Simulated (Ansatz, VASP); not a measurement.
**Two plane-wave programs on HgH3Pb**

```
Hg H Pb
1.0
     4.30391    0.00000    0.00000
     0.00000    4.30391    0.00000
     0.00000    0.00000    4.30391
Hg H Pb
1 3 1
Direct
  0.00000 0.00000 0.00000
  0.50000 0.50000 0.00000
  0.50000 0.00000 0.50000
  0.00000 0.50000 0.50000
  0.50000 0.50000 0.50000
```

Alike in both runs: task relaxation of cell and atoms; functional PBE; k mesh 10 × 10 × 10; occupations gaussian, width 0.1 eV; no spin polarisation.

```csv
,VASP,Ansatz
version,VASP 6.6.1,Ansatz 0.2.0
potentials or method,"VASP PAW PBE potentials, release 64 (Hg, H, Pb_d), cutoff 600 eV","scalar-relativistic, plane waves, PAW"
valence electrons in the cell,29,37
```

Ansatz gave:

- gap on the k mesh at the Fermi level, each at its own relaxed structure (eV): none
- relaxed volume (Å³/atom): 15.83
- relaxed cell length with the largest relative difference (Å): 4.293

Q: What did VASP give for the same quantities?

A: gap on the k mesh at the Fermi level, each at its own relaxed structure (eV): none; relaxed volume (Å³/atom): 15.86; relaxed cell length with the largest relative difference (Å): 4.296.

A gap of «none» marks a metal or a gap that the smearing closes. VASP's potentials hold 29 valence electrons a cell and Ansatz's 37, so a difference there can come from the potentials and not from the codes.

Spin-orbit coupling is off throughout.
